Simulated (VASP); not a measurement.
# Ti2Te2P (R-3m) in VASP: single point with LDA

Aim: the single point of Ti2Te2P with LDA.

Program: VASP 6.6.1. These are calculated values, not measurements. Logs are shortened: lines on timing, memory, paths and dates and some standing lists are left out, and cuts for length are marked.

**1. The cell of the first run**

The structure is trigonal, space group R-3m (No. 166). Conventional cell: a = 3.650 Å, b = 3.650 Å, c = 29.833 Å, α = 90.00°, β = 90.00°, γ = 120.00°. Within 3.4 Å of Ti (site symmetry 3m) lie 3 P at 2.49 Å and 3 Te at 2.78 Å and 3 Ti at 3.39 Å. Within 3.8 Å of Te (site symmetry 3m) lie 3 Ti at 2.78 Å and 6 Te at 3.65 Å and 3 P at 3.78 Å. P (site symmetry -3m) has 6 Ti at 2.49 Å within 3.3 Å.

**2. Single point, LDA**

Contents of INCAR:

```
SYSTEM = Ti2Te2P
PREC = Accurate
ENCUT = 520
EDIFF = 1E-6
ISMEAR = 0
SIGMA = 0.1
LREAL = .False.
LASPH = .True.
NELM = 100
ALGO = Normal
ISIF = 2
LWAVE = .False.
LCHARG = .True.
LELF = .True.
LVHAR = .True.
NBANDS = 28
```

Contents of KPOINTS:

```
Automatic mesh
0
Gamma
  6 6 6
  0 0 0
```

Contents of POSCAR:

```
Ti2Te2P
1.0
    1.8251794314      1.0537678360      9.9444565052
   -1.8251794314      1.0537678360      9.9444565052
    0.0000000000     -2.1075356720      9.9444565052
Ti Te P
2 2 1
Direct
    0.6221626300      0.6221626300      0.6221626300
    0.3778373700      0.3778373700      0.3778373700
    0.2282527500      0.2282527500      0.2282527500
    0.7717472500      0.7717472500      0.7717472500
    0.0000000000      0.0000000000      0.0000000000
```

Potentials or basis: VASP PAW LDA potentials, release 64 (Ti_sv, Te, P).

On the command line:

```console
$ cat potpaw_LDA.64/Ti_sv/POTCAR potpaw_LDA.64/Te/POTCAR potpaw_LDA.64/P/POTCAR > POTCAR
$ mpirun -np 1 vasp_std > vasp.out
```

OUTCAR:

```text
SYSTEM = Ti2Te2P
   PREC = Accurate
   ENCUT = 520
   EDIFF = 1E-6
   ISMEAR = 0
   LREAL = .False.
   LASPH = .True.
   NELM = 100
   ISIF = 2

 ion  position               nearest neighbor table
   1  0.622  0.622  0.622-   5 2.49   5 2.49   5 2.49   3 2.78   3 2.78   3 2.78
   2  0.378  0.378  0.378-   5 2.49   5 2.49   5 2.49   4 2.78   4 2.78   4 2.78
   3  0.228  0.228  0.228-   1 2.78   1 2.78   1 2.78
   4  0.772  0.772  0.772-   2 2.78   2 2.78   2 2.78
   5  0.000  0.000  0.000-   1 2.49   2 2.49   1 2.49   1 2.49   2 2.49   2 2.49

  LATTYP: Found a trigonal (rhomboedric) cell.
 ALAT       =    10.1653293991
 COS(alpha) =     0.9355239809

  Lattice vectors:

 A1 = (   1.8251794314,   1.0537678360,   9.9444565052)
 A2 = (  -1.8251794314,   1.0537678360,   9.9444565052)
 A3 = (   0.0000000000,  -2.1075356720,   9.9444565052)

Analysis of symmetry for initial positions (statically):
=====================================================================
 Subroutine PRICEL returns:
 Original cell was already a primitive cell.

 Routine SETGRP: Setting up the symmetry group for a
 trigonal (rhombohedral) supercell.

 Subroutine GETGRP returns: Found 12 space group operations
 (whereof 12 operations were pure point group operations)
 out of a pool of 12 trial point group operations.

The static configuration has the point symmetry D_3d.

Analysis of symmetry for dynamics (positions and initial velocities):
=====================================================================
 Subroutine PRICEL returns:
 Original cell was already a primitive cell.

 Routine SETGRP: Setting up the symmetry group for a
 trigonal (rhombohedral) supercell.

 Subroutine GETGRP returns: Found 12 space group operations
 (whereof 12 operations were pure point group operations)
 out of a pool of 12 trial point group operations.

The dynamic configuration has the point symmetry D_3d.

 Subroutine INISYM returns: Found 12 space group operations
 (whereof 12 operations are pure point group operations),
 and found     1 'primitive' translations

----------------------------------------------------------------------------------------

                                     Primitive cell

  volume of cell :     114.7580

  direct lattice vectors                    reciprocal lattice vectors
     1.825179431  1.053767836  9.944456505     0.273945669  0.158162606  0.033519512
[... 94 lines left out ...]
   EDIFFG = 0.1E-04   stopping-criterion for IOM
   NSW    =      0    number of steps for IOM
   IBRION =     -1    ionic relax: 0-MD 1-quasi-New 2-CG
   NFREE  =      0    steps in history (QN), initial steepest desc. (CG)
   ISIF   =      2    stress and relaxation
   ISYM   =      2    0-nonsym 1-usesym 2-fastsym
   POTIM  = 0.5000    time-step for ionic-motion
   TEBEG  =    0.0;   TEEND  =   0.0 temperature during run
   PSTRESS=    0.0 pullay stress
   NELECT =      41.0000    total number of electrons
   NUPDOWN=      -1.0000    fix difference up-down
   EMIN   =  10.00;   EMAX   =-10.00  energy-range for DOS
   EFERMI =   0.00;   METHOD = LEGACY
   ISMEAR =     0;   SIGMA  =   0.10  broadening in eV -4-tet -1-fermi 0-gaus
   EFERMI_NEDOS =   21; number of points for ismear=-14 and -15
   IALGO  =     38    algorithm
   IMIX   =      4    mixing-type and parameters
     AMIX     =   0.40;   BMIX     =  1.00
     AMIX_MAG =   1.60;   BMIX_MAG =  1.00
  volume/ion in A,a.u.               =      22.95       154.88
  Fermi-wavevector in a.u.,A,eV,Ry     =   1.161650  2.195200 18.360110  1.349430
  Thomas-Fermi vector in A             =   2.298219
   LORBIT       =      0    0 simple, 1 ext, 2 COOP (PROOUT), +10 PAW based schemes
   GGA     = CA    functional components
   LHFCALC =     F    Hartree Fock is set to
   AEXX    =    0.0000 exact exchange contribution
   IVDW    =     0    specifies the selected vdW correction
   LEPSILON=     F    determine dielectric tensor
   LRPA    =     F    only Hartree local field effects (RPA)
 non-spin polarized calculation
 Gauss-broadening in eV      SIGMA  =   0.10
  energy-cutoff  :      520.00
  volume of cell :      114.76
 maximum number of plane-waves:      3108
 NGX is ok and might be reduce to    80
   NGX = 37   NGY = 37   NGZ = 37

 number of electron      41.0000003 magnetization

 Free energy of the ion-electron system (eV)
  ---------------------------------------------------
  ext. energy  EPLUGINS =         0.00000000
  ---------------------------------------------------
  free energy    TOTEN  =       -35.47337309 eV

  energy without entropy =      -35.45905955  energy(sigma->0) =      -35.46621632

 E-fermi :   6.8122     XC(G=0): -10.3316

 val. band max:        6.7668801180   @ k =   0.5000   0.1667  -0.0000
 cond. band min:       6.8711932819   @ k =  -0.3333   0.5000   0.1667
 fundamental gap:      0.1043131638
 Fermi energy:         6.8122451029

 k-point     1 :       0.0000    0.0000    0.0000
  band No.  band energies     occupation
      1     -49.6895      2.00000
      2     -49.6788      2.00000
      3     -26.3639      2.00000
      4     -26.3380      2.00000
      5     -26.3380      2.00000
      6     -26.3234      2.00000
[... 733 lines left out ...]
     27       8.8982      0.00000
     28       9.6230      0.00000

 [... further k-points ...]

------------------------ aborting loop because EDIFF is reached ----------------------------------------

  FORCE on cell =-STRESS in cart. coord.  units (eV):
  Direction    XX          YY          ZZ          XY          YZ          ZX
  --------------------------------------------------------------------------------------
  -------------------------------------------------------------------------------------
  Total       -3.8576040     -3.8576040     -3.3726550      0.0000000     -0.0000000      0.0000000
  in kB      -53.8574049    -53.8574049    -47.0868559      0.0000000     -0.0000000      0.0000000
  external PRESSURE =     -51.6005552 kB  Pullay stress =       0.0000000 kB

 VOLUME and BASIS-vectors are now :
 -----------------------------------------------------------------------------
  energy-cutoff  :      520.00
  volume of cell :      114.76
      direct lattice vectors                 reciprocal lattice vectors
     1.825179431  1.053767836  9.944456505     0.273945669  0.158162606  0.033519512
    -1.825179431  1.053767836  9.944456505    -0.273945669  0.158162606  0.033519512
     0.000000000 -2.107535672  9.944456505     0.000000000 -0.316325211  0.033519512

 POSITION                                       TOTAL-FORCE (eV/Angst)
 -----------------------------------------------------------------------------------
      0.00000      0.00000     18.56121         0.000000     -0.000000      0.205497
      0.00000      0.00000     11.27216         0.000000      0.000000     -0.205497
      0.00000      0.00000      6.80955         0.000000      0.000000      0.218026
      0.00000      0.00000     23.02382         0.000000     -0.000000     -0.218026
      0.00000      0.00000      0.00000         0.000000      0.000000      0.000000
 -----------------------------------------------------------------------------------
    total drift:                                0.000000      0.000000      0.000000

  FREE ENERGIE OF THE ION-ELECTRON SYSTEM (eV)
  ---------------------------------------------------
  free  energy   TOTEN  =       -35.4733730891 eV

  energy  without entropy=      -35.4590595542  energy(sigma->0) =      -35.46621632
```

OSZICAR:

```text
N       E                     dE             d eps       ncg     rms          rms(c)
DAV:   1     0.415842558756E+03    0.41584E+03   -0.18980E+04  1792   0.143E+03
DAV:   2     0.150362165679E+02   -0.40081E+03   -0.39140E+03  1840   0.421E+02
DAV:   3    -0.345678924925E+02   -0.49604E+02   -0.48259E+02  2960   0.126E+02
DAV:   4    -0.397082365061E+02   -0.51403E+01   -0.51089E+01  2720   0.352E+01
DAV:   5    -0.400296202631E+02   -0.32138E+00   -0.32114E+00  2672   0.749E+00    0.173E+01
DAV:   6    -0.372722558168E+02    0.27574E+01   -0.44253E+01  2420   0.443E+01    0.114E+01
DAV:   7    -0.357499017438E+02    0.15224E+01   -0.16371E+01  2472   0.271E+01    0.608E+00
DAV:   8    -0.355012973982E+02    0.24860E+00   -0.12380E+00  2344   0.709E+00    0.296E+00
DAV:   9    -0.354843616963E+02    0.16936E-01   -0.29008E-01  2788   0.295E+00    0.155E+00
DAV:  10    -0.354733346405E+02    0.11027E-01   -0.62688E-02  2468   0.193E+00    0.529E-01
DAV:  11    -0.354733742922E+02   -0.39652E-04   -0.26925E-03  2792   0.367E-01    0.475E-01
DAV:  12    -0.354735304741E+02   -0.15618E-03   -0.15114E-03  2480   0.306E-01    0.199E-01
DAV:  13    -0.354733799815E+02    0.15049E-03   -0.48623E-04  2424   0.164E-01    0.781E-02
DAV:  14    -0.354733787822E+02    0.11993E-05   -0.26241E-05  2516   0.294E-02    0.501E-02
DAV:  15    -0.354733748199E+02    0.39623E-05   -0.65304E-06  1852   0.157E-02    0.247E-02
DAV:  16    -0.354733730959E+02    0.17240E-05   -0.98580E-06  2248   0.206E-02    0.551E-03
DAV:  17    -0.354733730891E+02    0.68544E-08   -0.35575E-07  1092   0.493E-03
   1 F= -.35473373E+02 E0= -.35466216E+02  d E =-.143135E-01
```

stdout:

```text
POSCAR found type information on POSCAR TiTeP
 POSCAR found :  3 types and       5 ions
 scaLAPACK will be used
 LDA part: xc-table for (Slater(with rela. corr.)+CA(PZ))
 , standard interpolation
 POSCAR, INCAR and KPOINTS ok, starting setup
 FFT: planning ... GRIDC
 FFT: planning ... GRID_SOFT
 FFT: planning ... GRID
 WAVECAR not read
 entering main loop
```

Run time: 25 min. Hardware: 1 thread of AMD EPYC 7R13 (Zen 3), shared host; peak memory 0.64 GiB.

Results:

* Free energy: -35.4734 eV
* Pressure: -5.2 GPa
* Largest force: 0.218 eV/Å
* Band gap on the k mesh: zero (an odd number of electrons rules out a gap without spin polarisation)

Forces in eV/Å, atoms in the order of the input:
```
Ti   0.000  0.000  0.205
Ti   0.000  0.000 -0.205
Te   0.000  0.000  0.218
Te   0.000  0.000 -0.218
P    0.000  0.000  0.000
```

Stress tensor (GPa, compression positive):
```
-5.39  0.00  0.00
 0.00 -5.39  0.00
 0.00  0.00 -4.71
```

Caveat: the cell stands under tension; spin-orbit coupling is left out, which moves the levels of the heavy elements.
